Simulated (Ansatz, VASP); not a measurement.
# SrCl2: VASP beside Ansatz

```xyz
3
Lattice="-0.0700 3.4977 3.4977 3.4977 -0.0700 3.4977 3.4278 3.4278 0.0000" Properties=species:S:1:pos:R:3 pbc="T T T"
Sr    0.0000    0.0000    0.0000
Cl    1.7139    1.7139    1.7716
Cl    5.1416    5.1416    5.2238
```

Change from the starting cell: shear_xy strain -4.0%.

Alike in both runs: task single point; functional PBE; k mesh 6 × 6 × 6; occupations fermi-dirac, width 0.02 eV; no spin polarisation.

```csv
,VASP,Ansatz
version,VASP 6.6.1,Ansatz 0.2.0
potentials or method,"VASP PAW PBE potentials, release 64 (Sr_sv, Cl)","plane waves, PAW"
plane-wave cutoff (eV),520,420
valence electrons in the cell,24,24
```

```csv
,VASP,Ansatz,Ansatz less VASP
gap on the k mesh at the Fermi level (eV),5.31,5.31,+0.005
pressure (GPa),0.8,0.7,-0.08
"traceless stress, the component that is largest in VASP (GPa)",0.37,0.36,-0.009
```

With one functional, cell and mesh, what is left measures potentials, basis and numerics.
